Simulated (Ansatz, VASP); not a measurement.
# Two plane-wave programs on KTaO3

File POSCAR:

```
KTaO3
1.0
    4.0245444164      0.0000000000      0.0000000000
    0.0000000000      4.0245444164      0.0000000000
    0.0000000000      0.0000000000      4.0245444164
K Ta O
1 1 3
Direct
    0.5000000000      0.5000000000      0.5000000000
    0.0000000000      0.0000000000      0.0000000000
    0.5000000000      0.0000000000      0.0000000000
    0.0000000000      0.5000000000      0.0000000000
    0.0000000000      0.0000000000      0.5000000000
```

INCAR.step1

```
ALGO = Normal
EDIFF = 1E-4
ENCUT = 520
GGA = PE
ISMEAR = 0
LASPH = T
LCHARG = F
LREAL = F
LWAVE = T
NBANDS = 27
NELM = 80
PREC = Accurate
SIGMA = 0.02
```

File INCAR.step2:

```
ALGO = Normal
EDIFF = 1E-7
ENCUT = 520
ISIF = 2
ISMEAR = 0
ISTART = 1
LASPH = T
LCHARG = T
LELF = T
LMIXTAU = T
LREAL = F
LVHAR = T
LWAVE = F
METAGGA = R2SCAN
NBANDS = 27
NELM = 80
PREC = Accurate
SIGMA = 0.02
```

Contents of KPOINTS:

```
k-points
0
Gamma
  8 8 8
```

Input for Ansatz:

```yaml
crystal:
  lattice:
    - [4.0245444164, 0.0, 0.0]
    - [0.0, 4.0245444164, 0.0]
    - [0.0, 0.0, 4.0245444164]
  atoms:
    - { symbol: K, position: [0.5, 0.5, 0.5] }
    - { symbol: Ta, position: [0.0, 0.0, 0.0] }
    - { symbol: O, position: [0.5, 0.0, 0.0] }
    - { symbol: O, position: [0.0, 0.5, 0.0] }
    - { symbol: O, position: [0.0, 0.0, 0.5] }
basis:
  ecutwfc: 500
kpoints:
  mp_grid: { grid: [8, 8, 8] }
  band_path:
    path:
      - [[0.0, 0.0, 0.0], [0.0, 0.5, 0.0], [0.5, 0.5, 0.0], [0.0, 0.0, 0.0], [0.5, 0.5, 0.5], [0.0, 0.5, 0.0]]
      - [[0.5, 0.5, 0.5], [0.5, 0.5, 0.0]]
    npoints: 14
hamiltonian:
  xc: r2scan
scf:
  occupations: { method: gaussian, width: 0.02 }
  n_extra_bands: 12
output:
  forces: true
  stress: true
  eigenvalues: true
  populations: true
  dos: { projected: true, de: 0.02, nscf_kmesh: { grid: [12, 12, 12] } }
  bader: true
  write_density: true
  write_potential: true
  elf: true
  volumetric_format: npy
```

Alike in both runs: task single point; functional r2SCAN; k mesh 8 × 8 × 8; occupations gaussian, width 0.02 eV; no spin polarisation.

|  | VASP | Ansatz |
| --- | --- | --- |
| version | VASP 6.6.1 | Ansatz 0.2.0 |
| potentials or method | VASP PAW PBE potentials, release 64 (K_sv, Ta_pv, O), cutoff 520 eV | scalar-relativistic, plane waves, PAW |
| valence electrons in the cell | 38 | 40 |

|  | VASP | Ansatz | Ansatz less VASP |
| --- | --- | --- | --- |
| gap on the k mesh at the Fermi level (eV) | 2.53 | 2.56 | +0.029 |
| least direct gap on the mesh (eV) | 3.19 | 3.21 | +0.017 |
| pressure (GPa) | -4.3 | -5.1 | -0.80 |

VASP's potentials were made for PBE, not for r2SCAN. VASP's potentials hold 38 valence electrons a cell and Ansatz's 40, so a difference there can come from the potentials and not from the codes.

Spin-orbit coupling is off throughout.
